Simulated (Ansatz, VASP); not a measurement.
## Two plane-wave programs on CaZrAs2

```
Ca Zr As
1.0
     1.95226    1.12714    6.73326
    -1.95226    1.12714    6.73326
     0.00000   -2.25427    6.73326
Ca Zr As
1 1 2
Direct
  0.00000 0.00000 0.00000
  0.50000 0.50000 0.50000
  0.24267 0.24267 0.24267
  0.75733 0.75733 0.75733
```

Alike in both runs: task relaxation of cell and atoms; functional PBEsol; k mesh 12 × 12 × 12; occupations fermi-dirac, width 0.15 eV; no spin polarisation.

|  | VASP | Ansatz |
| --- | --- | --- |
| version | VASP 6.6.1 | Ansatz 0.2.0 |
| potentials or method | VASP PAW PBE potentials, release 64 (Ca_sv, Zr_sv, As), cutoff 600 eV | scalar-relativistic, plane waves, PAW |
| valence electrons in the cell | 32 | 52 |

|  | VASP | Ansatz | Ansatz less VASP |
| --- | --- | --- | --- |
| gap on the k mesh at the Fermi level, each at its own relaxed structure (eV) | none | none | - |
| relaxed volume (Å³/atom) | 22.31 | 22.23 | -0.081 |
| relaxed cell length with the largest relative difference (Å) | 7.114 | 7.104 | -0.0100 |

VASP's potentials were made for PBE, not for PBEsol. A gap of «none» marks a metal or a gap that the smearing closes. VASP's potentials hold 32 valence electrons a cell and Ansatz's 52, so a difference there can come from the potentials and not from the codes.
